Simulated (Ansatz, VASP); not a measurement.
# Zr3S2: VASP beside Ansatz

```xyz
5
Lattice="2.9025 1.6758 3.4878 -2.9025 1.6758 3.4878 0.0000 -3.3516 3.4878" Properties=species:S:1:pos:R:3 pbc="T T T"
Zr    0.9832    1.7029    5.2317
Zr    0.9832   -1.7029    5.2317
Zr   -1.9663    0.0000    5.2317
S     0.0000    0.0000    6.9583
S     0.0000    0.0000    3.5050
```

Alike in both runs: task relaxation of cell and atoms; functional PBEsol; k mesh 6 × 6 × 6; occupations fermi-dirac, width 0.05 eV; no spin polarisation; Hubbard terms Zr d U = 4.0 eV.

```csv
,VASP,Ansatz
version,VASP 6.6.1,Ansatz 0.2.0
potentials or method,"VASP PAW PBE potentials, release 64 (Zr_sv, S)",Ansatz PAW
plane-wave cutoff (eV),600,420
valence electrons in the cell,48,48
```

VASP gave:

| Quantity | Value |
| --- | --- |
| gap on the k mesh at the Fermi level, each at its own relaxed structure (eV) | none |
| relaxed volume (Å³/atom) | 20.70 |
| relaxed cell length with the largest relative difference (Å) | 4.868 |

Problem. Estimate Ansatz's values.

Solution. gap on the k mesh at the Fermi level, each at its own relaxed structure (eV): none; relaxed volume (Å³/atom): 20.25; relaxed cell length with the largest relative difference (Å): 4.833.

VASP's potentials were made for PBE, not for PBEsol. The programs project onto different local orbitals, so the same U acts differently, and such runs can settle in different states. A gap of «none» marks a metal or a gap that the smearing closes.

Noted on Ansatz's run: the plane-wave basis is chosen anew once the cell has moved, so the energies of steps on either side of that aren't comparable.
